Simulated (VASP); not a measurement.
Input of a VASP 6.6.1 run:

POSCAR

```
AgCl
1.0
    0.0000000000      2.8436018663      3.2677105488
    2.8436018663      0.0000000000      3.2677105488
    2.8436018663      2.8436018663      0.0000000000
Ag Cl
1 1
Direct
    0.0000000000      0.0000000000      0.0000000000
    0.2500000000      0.2500000000      0.2500000000
```

INCAR.step1

```
PREC = Accurate ; ENCUT = 520
ISMEAR = 0 ; SIGMA = 0.01
LREAL = False ; LASPH = True
NELM = 80 ; NBANDS = 16
GGA = PE ; ALGO = Normal
EDIFF = 1E-4 ; LWAVE = True
LCHARG = False
```

Contents of INCAR.step2:

```
PREC = Accurate ; ENCUT = 520
EDIFF = 1E-7 ; ISMEAR = 0
SIGMA = 0.01 ; LREAL = False
LASPH = True ; NELM = 80
ALGO = Normal ; ISIF = 2
LWAVE = False ; LCHARG = False
METAGGA = R2SCAN ; LMIXTAU = True
NBANDS = 16 ; ISTART = 1
```

Contents of KPOINTS:

```
Automatic mesh
0
Gamma
  8 8 8
```

Potentials or basis: VASP PAW PBE potentials, release 64 (Ag, Cl).

The run is started by

```console
$ cat potpaw_PBE.64/Ag/POTCAR potpaw_PBE.64/Cl/POTCAR > POTCAR
$ cp INCAR.step1 INCAR
$ mpirun -np 1 vasp_std > vasp.out
$ cp INCAR.step2 INCAR
$ mpirun -np 1 vasp_std > vasp.out
```

**Question.** What does it give for the band gap on the k mesh?

**Answer.** 1.55 eV.

**Question.** Estimate the pressure.

**Answer.** 0.0 GPa.

Stress tensor (GPa, compression positive):
```
 0.08  0.00  0.00
 0.00  0.08  0.00
 0.00  0.00 -0.09
```

Caveat: the cell differs from its parent crystal (epitaxial xy strain -5.0%); the PAW data sets were made with another functional, which shifts forces and pressure a little.
